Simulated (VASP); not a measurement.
Here is a VASP 6.6.1 calculation.

INCAR

```
SYSTEM = EuZn3
  PREC = Accurate
  ENCUT = 520
  EDIFF = 1E-6
  ISMEAR = 0
  SIGMA = 0.05
  LREAL = .False.
  LASPH = .True.
  NELM = 150
  ALGO = Normal
  ISIF = 2
  LWAVE = .False.
  LCHARG = .True.
  ISPIN = 2
  MAGMOM = 7.42 0 0 0
  LORBIT = 11
  LMAXMIX = 6
  GGA = PS
  LELF = .True.
  LVHAR = .True.
  NBANDS = 38
```

Contents of KPOINTS:

```
Automatic mesh
0
Gamma
  8 8 8
  0 0 0
```

Contents of POSCAR:

```
EuZn3
1.0
    4.3573801842      0.0000000000      0.0000000000
    0.0000000000      4.3573801842      0.0000000000
    0.0000000000      0.0000000000      4.3573801842
Eu Zn
1 3
Direct
    0.0000000000      0.0000000000      0.0000000000
    0.0000000000      0.5000000000      0.5000000000
    0.5000000000      0.5000000000      0.0000000000
    0.5000000000      0.0000000000      0.5000000000
```

Potentials or basis: VASP PAW PBE potentials, release 64 (Eu, Zn).

Run with:

```sh
$ cat potpaw_PBE.64/Eu/POTCAR potpaw_PBE.64/Zn/POTCAR > POTCAR
$ mpirun -np 1 vasp_std > vasp.out
```

(1) Estimate the site moments.

(2) Estimate the net moment.

Answers

(1) Eu +6.58; Zn +0.05 μB.

(2) 7.48 μB per cell.
